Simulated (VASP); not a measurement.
# CoO (Fm-3m) in VASP: notebook

Runs on CoO. Level: PBE. Tasks: single point.

All numbers are computed with VASP 6.6.1; they aren't measurements. Logs are shortened: lines on timing, memory, paths and dates and some standing lists are left out, and cuts for length are marked.

**1. The cell of the first run**

Symmetry: Fm-3m, No. 225, cubic system. Conventional cell: a = 4.162 Å, b = 4.162 Å, c = 4.162 Å, α = 90.00°, β = 90.00°, γ = 90.00°. Within 2.8 Å of Co (site symmetry m-3m) lie 6 O at 2.08 Å. O (site symmetry m-3m) has 6 Co at 2.08 Å within 2.8 Å.

**2. Single point, PBE, collinear spin, ferromagnetic start (9.01 Å³/atom)**

INCAR

```
PREC = Accurate
ENCUT = 520
EDIFF = 1E-7
ISMEAR = 0
SIGMA = 0.1
LREAL = F
LASPH = T
NELM = 150
ALGO = Normal
ISIF = 2
LWAVE = F
LCHARG = F
ISPIN = 2
MAGMOM = 2.74 0.35
LORBIT = 11
LMAXMIX = 4
GGA = PE
NBANDS = 18
```

KPOINTS

```
regular mesh
0
Gamma
  16 16 16
```

POSCAR

```
CoO
1.0
    0.0000000000      2.0807942600      2.0807942600
    2.0807942600      0.0000000000      2.0807942600
    2.0807942600      2.0807942600      0.0000000000
Co O
1 1
Direct
    0.0000000000      0.0000000000      0.0000000000
    0.5000000000      0.5000000000      0.5000000000
```

Potentials or basis: VASP PAW PBE potentials, release 64 (Co, O).

Launch:

```console
$ cat potpaw_PBE.64/Co/POTCAR potpaw_PBE.64/O/POTCAR > POTCAR
$ mpirun -np 1 vasp_std > vasp.out
```

OUTCAR:

```text
PREC = Accurate
   ENCUT = 520
   EDIFF = 1E-7
   ISMEAR = 0
   LREAL = F
   LASPH = T
   NELM = 150
   ISIF = 2
   ISPIN = 2
   LORBIT = 11
   GGA = PE

 ion  position               nearest neighbor table
   1  0.000  0.000  0.000-   2 2.08   2 2.08   2 2.08   2 2.08   2 2.08   2 2.08
   2  0.500  0.500  0.500-   1 2.08   1 2.08   1 2.08   1 2.08   1 2.08   1 2.08

  LATTYP: Found a face centered cubic cell.
 ALAT       =     4.1615885200

  Lattice vectors:

 A1 = (   0.0000000000,   2.0807942600,   2.0807942600)
 A2 = (   2.0807942600,   0.0000000000,   2.0807942600)
 A3 = (   2.0807942600,   2.0807942600,   0.0000000000)

Analysis of symmetry for initial positions (statically):
=====================================================================
 Subroutine PRICEL returns:
 Original cell was already a primitive cell.

 Routine SETGRP: Setting up the symmetry group for a
 face centered cubic supercell.

 Subroutine GETGRP returns: Found 48 space group operations
 (whereof 48 operations were pure point group operations)
 out of a pool of 48 trial point group operations.

The static configuration has the point symmetry O_h .

Analysis of symmetry for dynamics (positions and initial velocities):
=====================================================================
 Subroutine PRICEL returns:
 Original cell was already a primitive cell.

 Routine SETGRP: Setting up the symmetry group for a
 face centered cubic supercell.

 Subroutine GETGRP returns: Found 48 space group operations
 (whereof 48 operations were pure point group operations)
 out of a pool of 48 trial point group operations.

The dynamic configuration has the point symmetry O_h .

Analysis of structural, dynamic, and magnetic symmetry:
=====================================================================
 Subroutine PRICEL returns:
 Original cell was already a primitive cell.

 Routine SETGRP: Setting up the symmetry group for a
 face centered cubic supercell.

 Subroutine GETGRP returns: Found 48 space group operations
 (whereof 48 operations were pure point group operations)
 out of a pool of 48 trial point group operations.

The overall configuration has the point symmetry O_h .

 Subroutine INISYM returns: Found 48 space group operations
 (whereof 48 operations are pure point group operations),
 and found     1 'primitive' translations

----------------------------------------------------------------------------------------

                                     Primitive cell

  volume of cell :      18.0184

  direct lattice vectors                    reciprocal lattice vectors
     0.000000000  2.080794260  2.080794260    -0.240292858  0.240292858  0.240292858
     2.080794260  0.000000000  2.080794260     0.240292858 -0.240292858  0.240292858
     2.080794260  2.080794260  0.000000000     0.240292858  0.240292858 -0.240292858

  length of vectors
     2.942687463  2.942687463  2.942687463     0.416199439  0.416199439  0.416199439

  position of ions in fractional coordinates (direct lattice)
     0.000000000  0.000000000  0.000000000
     0.500000000  0.500000000  0.500000000

  ion indices of the primitive-cell ions
   primitive index   ion index
                 1           1
                 2           2

----------------------------------------------------------------------------------------

 KPOINTS: regular mesh

Automatic generation of k-mesh.
 Grid dimensions read from file:
 generate k-points for:   16   16   16

 Generating k-lattice:

  Cartesian coordinates                     Fractional coordinates (reciprocal lattice)
    -0.015018304  0.015018304  0.015018304     0.062500000  0.000000000  0.000000000
     0.015018304 -0.015018304  0.015018304     0.000000000  0.062500000  0.000000000
     0.015018304  0.015018304 -0.015018304     0.000000000  0.000000000  0.062500000

  Length of vectors
     0.026012465  0.026012465  0.026012465

  Shift w.r.t. Gamma in fractional coordinates (k-lattice)
     0.000000000  0.000000000  0.000000000

 Subroutine IBZKPT returns following result:
 ===========================================

 Found    145 irreducible k-points:

 Following reciprocal coordinates:
            Coordinates               Weight
  0.000000  0.000000  0.000000      1.000000
  0.062500  0.000000  0.000000      8.000000
  0.125000  0.000000  0.000000      8.000000
  0.187500  0.000000  0.000000      8.000000
  0.250000  0.000000  0.000000      8.000000
  0.312500  0.000000  0.000000      8.000000
[... 16 lines left out ...]
 -0.125000  0.062500  0.000000     24.000000
 -0.062500  0.062500  0.000000     12.000000
 [... further k-points ...]
   k-points           NKPTS =    145   k-points in BZ     NKDIM =    145   number of bands    NBANDS=     18
   number of dos      NEDOS =    301   number of ions     NIONS =      2
   total plane-waves  NPLWV =  13824
   dimension x,y,z NGX =    24 NGY =   24 NGZ =   24
   dimension x,y,z NGXF=    48 NGYF=   48 NGZF=   48
   ions per type =               1   1
   NGX,Y,Z   is equivalent  to a cutoff of  13.56, 13.56, 13.56 a.u.
   NGXF,Y,Z  is equivalent  to a cutoff of  27.12, 27.12, 27.12 a.u.
 SYSTEM =  unknown system
   PREC   = accura    normal or accurate (medium, high low for compatibility)
   ISTART =      0    job   : 0-new  1-cont  2-samecut
   ICHARG =      2    charge: 1-file 2-atom 10-const
   ISPIN  =      2    spin polarized calculation?
   LNONCOLLINEAR =      F non collinear calculations
   LSORBIT =      F    spin-orbit coupling
   LASPH  =      T    aspherical Exc in radial PAW
   ENCUT  =  520.0 eV  38.22 Ry    6.18 a.u.   5.47  5.47  5.47*2*pi/ulx,y,z
   NELM   =    150;   NELMIN=  2; NELMDL= -5     # of ELM steps
   EDIFF  = 0.1E-06   stopping-criterion for ELM
   LREAL  =      F    real-space projection
   EDIFFG = 0.1E-05   stopping-criterion for IOM
   NSW    =      0    number of steps for IOM
   IBRION =     -1    ionic relax: 0-MD 1-quasi-New 2-CG
   NFREE  =      0    steps in history (QN), initial steepest desc. (CG)
   ISIF   =      2    stress and relaxation
   ISYM   =      2    0-nonsym 1-usesym 2-fastsym
   POTIM  = 0.5000    time-step for ionic-motion
   TEBEG  =    0.0;   TEEND  =   0.0 temperature during run
   PSTRESS=    0.0 pullay stress
   NELECT =      15.0000    total number of electrons
   NUPDOWN=      -1.0000    fix difference up-down
   EMIN   =  10.00;   EMAX   =-10.00  energy-range for DOS
   EFERMI =   0.00;   METHOD = LEGACY
   ISMEAR =     0;   SIGMA  =   0.10  broadening in eV -4-tet -1-fermi 0-gaus
   EFERMI_NEDOS =   21; number of points for ismear=-14 and -15
   IALGO  =     38    algorithm
   IMIX   =      4    mixing-type and parameters
     AMIX     =   0.40;   BMIX     =  1.00
     AMIX_MAG =   1.60;   BMIX_MAG =  1.00
  volume/ion in A,a.u.               =       9.01        60.80
  Fermi-wavevector in a.u.,A,eV,Ry     =   1.540043  2.910259 32.269369  2.371732
  Thomas-Fermi vector in A             =   2.646185
   LORBIT       =     11    0 simple, 1 ext, 2 COOP (PROOUT), +10 PAW based schemes
   GGA     = PE    functional components
   LHFCALC =     F    Hartree Fock is set to
   AEXX    =    0.0000 exact exchange contribution
   IVDW    =     0    specifies the selected vdW correction
   LEPSILON=     F    determine dielectric tensor
   LRPA    =     F    only Hartree local field effects (RPA)
 spin polarized calculation
 Gauss-broadening in eV      SIGMA  =   0.10
  energy-cutoff  :      520.00
  volume of cell :       18.02
 maximum number of plane-waves:       531
 NGX is ok and might be reduce to    24
   NGX = 11   NGY = 11   NGZ = 11

 number of electron      14.9999998 magnetization       2.6169884

 Free energy of the ion-electron system (eV)
  ---------------------------------------------------
  ext. energy  EPLUGINS =         0.00000000
  ---------------------------------------------------
  free energy    TOTEN  =       -13.02377469 eV

  energy without entropy =      -13.00178662  energy(sigma->0) =      -13.01278066

 E-fermi :   8.9286     XC(G=0): -12.8159

 val. band max:        8.9235692283   @ k =   0.3750   0.2500   0.0000
 cond. band min:       8.9289802029   @ k =  -0.3750   0.4375   0.0625
 fundamental gap:      0.0054109746
 Fermi energy:         8.9286307047

 spin component 1

 k-point     1 :       0.0000    0.0000    0.0000
  band No.  band energies     occupation
      1     -11.9525      1.00000
      2       5.4715      1.00000
      3       5.4715      1.00000
      4       5.4715      1.00000
      5       5.7518      1.00000
      6       5.7519      1.00000
[... 10 lines left out ...]
     17      31.6980      0.00000
     18      34.7861      0.00000

 k-point     2 :       0.0625    0.0000    0.0000
  band No.  band energies     occupation
      1     -11.9064      1.00000
      2       4.9661      1.00000
      3       4.9662      1.00000
      4       4.9954      1.00000
      5       5.9125      1.00000
      6       5.9125      1.00000
[... 10 lines left out ...]
     17      32.1828      0.00000
     18      35.6063      0.00000

 k-point     3 :       0.1250    0.0000    0.0000
  band No.  band energies     occupation
      1     -11.7729      1.00000
      2       4.1469      1.00000
      3       4.3790      1.00000
      4       4.3790      1.00000
      5       6.0027      1.00000
      6       6.0027      1.00000
[... 412 lines left out ...]
 k-point    23 :      -0.1250    0.0625    0.0000
  band No.  band energies     occupation
      1     -11.6746      1.00000
      2       3.5737      1.00000
      3       3.9593      1.00000
      4       4.4683      1.00000
      5       6.0307      1.00000
      6       6.0405      1.00000
[... 10 lines left out ...]
     17      34.6896      0.00000
     18      37.0401      0.00000

 k-point    24 :      -0.0625    0.0625    0.0000
  band No.  band energies     occupation
      1     -11.8316      1.00000
      2       4.3480      1.00000
      3       4.4635      1.00000
      4       4.9690      1.00000
      5       5.9169      1.00000
      6       5.9534      1.00000
[... 10 lines left out ...]
     17      33.1992      0.00000
     18      35.8117      0.00000

 [... further k-points ...]

 spin component 2

 k-point     1 :       0.0000    0.0000    0.0000
  band No.  band energies     occupation
      1     -11.5541      1.00000
      2       5.9167      1.00000
      3       5.9167      1.00000
      4       5.9167      1.00000
      5       7.6560      1.00000
      6       7.6561      1.00000
[... 10 lines left out ...]
     17      32.5987      0.00000
     18      35.5887      0.00000

 k-point     2 :       0.0625    0.0000    0.0000
  band No.  band energies     occupation
      1     -11.5073      1.00000
      2       5.5454      1.00000
      3       5.7580      1.00000
      4       5.7580      1.00000
      5       7.7146      1.00000
      6       7.7147      1.00000
[... 10 lines left out ...]
     17      33.0268      0.00000
     18      36.4317      0.00000

 k-point     3 :       0.1250    0.0000    0.0000
  band No.  band energies     occupation
      1     -11.3716      1.00000
      2       4.7150      1.00000
      3       5.3869      1.00000
      4       5.3869      1.00000
      5       7.8506      1.00000
      6       7.8507      1.00000
[... 412 lines left out ...]
 k-point    23 :      -0.1250    0.0625    0.0000
  band No.  band energies     occupation
      1     -11.2714      1.00000
      2       4.2298      1.00000
      3       5.1072      1.00000
      4       5.2574      1.00000
      5       7.8197      1.00000
      6       8.0093      1.00000
[... 10 lines left out ...]
     17      35.3633      0.00000
     18      37.8637      0.00000

 k-point    24 :      -0.0625    0.0625    0.0000
  band No.  band energies     occupation
      1     -11.4313      1.00000
      2       5.0335      1.00000
      3       5.4961      1.00000
      4       5.6149      1.00000
      5       7.7170      1.00000
      6       7.8482      1.00000
[... 10 lines left out ...]
     17      34.0022      0.00000
     18      36.6277      0.00000

 [... further k-points ...]

------------------------ aborting loop because EDIFF is reached ----------------------------------------

  FORCE on cell =-STRESS in cart. coord.  units (eV):
  Direction    XX          YY          ZZ          XY          YZ          ZX
  --------------------------------------------------------------------------------------
  -------------------------------------------------------------------------------------
  Total        1.1040720      1.1040720      1.1040720      0.0000000     -0.0000000     -0.0000000
  in kB       98.1726639     98.1726639     98.1726639      0.0000000     -0.0000000     -0.0000000
  external PRESSURE =      98.1726639 kB  Pullay stress =       0.0000000 kB

 VOLUME and BASIS-vectors are now :
 -----------------------------------------------------------------------------
  energy-cutoff  :      520.00
  volume of cell :       18.02
      direct lattice vectors                 reciprocal lattice vectors
     0.000000000  2.080794260  2.080794260    -0.240292858  0.240292858  0.240292858
     2.080794260  0.000000000  2.080794260     0.240292858 -0.240292858  0.240292858
     2.080794260  2.080794260  0.000000000     0.240292858  0.240292858 -0.240292858

 POSITION                                       TOTAL-FORCE (eV/Angst)
 -----------------------------------------------------------------------------------
      0.00000      0.00000      0.00000         0.000000      0.000000      0.000000
      2.08079      2.08079      2.08079         0.000000      0.000000      0.000000
 -----------------------------------------------------------------------------------
    total drift:                                0.000000     -0.000000     -0.000000

  FREE ENERGIE OF THE ION-ELECTRON SYSTEM (eV)
  ---------------------------------------------------
  free  energy   TOTEN  =       -13.0237746927 eV

  energy  without entropy=      -13.0017866229  energy(sigma->0) =      -13.01278066

 total charge

# of ion       s       p       d       tot
------------------------------------------
    1        0.313   0.403   7.218   7.933
    2        1.558   3.449   0.000   5.007
--------------------------------------------------
tot          1.871   3.851   7.218  12.940

 magnetization (x)

# of ion       s       p       d       tot
------------------------------------------
    1        0.021   0.019   2.306   2.346
    2        0.030   0.200   0.000   0.230
--------------------------------------------------
tot          0.051   0.219   2.306   2.576
```

It took 44 s on 1 thread of Intel Xeon Platinum 8559C (Emerald Rapids), shared host; peak memory 0.21 GiB.

Results:

```
Free energy                                           : -13.0238 eV
Pressure                                              : 9.8 GPa
Net moment                                            : 2.62 μB per cell
Site moments                                          : Co +2.35; O +0.23 μB
Valence electrons inside the program's atomic spheres : Co 7.93; O 5.01
```

Levels at points of the mesh, in eV from the Fermi level:
Spin up:
```
           k point  band 5  band 6  band 7  band 8  band 9  band 10  band 11  band 12  band 13  band 14
(0.00, 0.00, 0.00)   -3.18   -3.18   -3.03   -3.03   -3.03     1.39    17.07    18.72    18.72    18.72
(0.50, 0.00, 0.00)   -2.18   -2.18   -1.62    0.36    0.36     5.23    10.02    13.93    13.93    21.45
(0.50, 0.50, 0.00)   -4.04   -2.77   -2.14   -1.86   -1.86     6.39    10.26    12.06    16.58    16.58
```
Spin down:
| k point | band 2 | band 3 | band 4 | band 5 | band 6 | band 7 | band 8 | band 9 | band 10 | band 11 |
| --- | --- | --- | --- | --- | --- | --- | --- | --- | --- | --- |
| (0.00, 0.00, 0.00) | -3.01 | -3.01 | -3.01 | -1.27 | -1.27 | -1.27 | -0.06 | -0.06 | 1.87 | 16.99 |
| (0.50, 0.00, 0.00) | -8.29 | -5.22 | -5.22 | -0.18 | -0.18 | 0.15 | 2.82 | 2.82 | 5.48 | 10.69 |
| (0.50, 0.50, 0.00) | -7.04 | -4.33 | -4.33 | -2.55 | 0.12 | 0.12 | 0.47 | 1.06 | 7.18 | 10.64 |

Caveat: the cell stands under pressure; a cell with one magnetic atom can't hold antiferromagnetic order, which such compounds often take; semilocal functionals often make such compounds metallic where correlation or magnetic order opens a gap, which also shifts bond lengths.

**3. Single point, PBE, collinear spin, ferromagnetic start (9.30 Å³/atom)**

This run uses another cell than the first one, of 9.30 Å³/atom.

INCAR

```
PREC     = Accurate       # precision mode
ENCUT    = 520            # plane-wave cutoff, eV
EDIFF    = 1E-6           # SCF threshold, eV
ISMEAR   = 0              # smearing method
SIGMA    = 0.1            # smearing width, eV
LREAL    = F              # projectors in reciprocal space
LASPH    = T              # aspherical terms in the spheres
NELM     = 150            # most SCF steps
ALGO     = Normal         # electronic algorithm
ISIF     = 2              # what is computed and relaxed
LWAVE    = F              # write WAVECAR
LCHARG   = F              # write CHGCAR
ISPIN    = 2              # spin polarisation
MAGMOM   = 2.74 0.35      # initial moments
LORBIT   = 11             # projections on sites
LMAXMIX  = 4              # l up to which the mixer works
GGA      = PE             # functional
NBANDS   = 18             # bands
```

KPOINTS is that of step 2.

POSCAR

```
CoO
1.0
    0.0000000000      2.1026989672      2.1026989672
    2.1026989672      0.0000000000      2.1026989672
    2.1026989672      2.1026989672      0.0000000000
Co O
1 1
Direct
    0.0000000000      0.0000000000      0.0000000000
    0.5000000000      0.5000000000      0.5000000000
```

Potentials or basis: VASP PAW PBE potentials, release 64 (Co, O).

Launch:

```console
$ cat potpaw_PBE.64/Co/POTCAR potpaw_PBE.64/O/POTCAR > POTCAR
$ mpirun -np 1 vasp_std > vasp.out
```

Wall time 46 s (1 thread of Intel Xeon Platinum 8559C (Emerald Rapids), shared host); peak memory 0.2 GiB.

Results (log left out):

- Free energy: -13.0493 eV
- Pressure: 4.3 GPa
- Net moment: 2.76 μB per cell
- Site moments: Co +2.46; O +0.26 μB
- Valence electrons inside the program's atomic spheres: Co 7.87; O 4.99

Levels at points of the mesh, in eV from the Fermi level:
Spin up:
| k point | band 7 | band 8 | band 9 | band 10 | band 11 | band 12 |
| --- | --- | --- | --- | --- | --- | --- |
| (0.00, 0.00, 0.00) | -3.05 | -3.05 | -3.05 | 1.21 | 16.98 | 18.45 |
| (0.50, 0.00, 0.00) | -1.71 | 0.24 | 0.24 | 5.16 | 9.71 | 13.71 |
| (0.50, 0.50, 0.00) | -2.28 | -1.96 | -1.96 | 6.15 | 10.06 | 11.88 |
Spin down:
| k point | band 3 | band 4 | band 5 | band 6 | band 7 | band 8 | band 9 | band 10 |
| --- | --- | --- | --- | --- | --- | --- | --- | --- |
| (0.00, 0.00, 0.00) | -2.80 | -2.80 | -1.19 | -1.19 | -1.19 | 0.00 | 0.00 | 1.72 |
| (0.50, 0.00, 0.00) | -4.93 | -4.93 | -0.15 | -0.15 | 0.16 | 2.77 | 2.77 | 5.43 |
| (0.50, 0.50, 0.00) | -4.08 | -4.08 | -2.39 | 0.12 | 0.12 | 0.51 | 1.03 | 6.97 |

Caveat: the cell stands under pressure; a cell with one magnetic atom can't hold antiferromagnetic order, which such compounds often take; semilocal functionals often make such compounds metallic where correlation or magnetic order opens a gap, which also shifts bond lengths. With open d or f shells a metallic result of PBE can be an artefact of self-interaction; +U or a hybrid may open a gap.

[end of part 1 of 2]
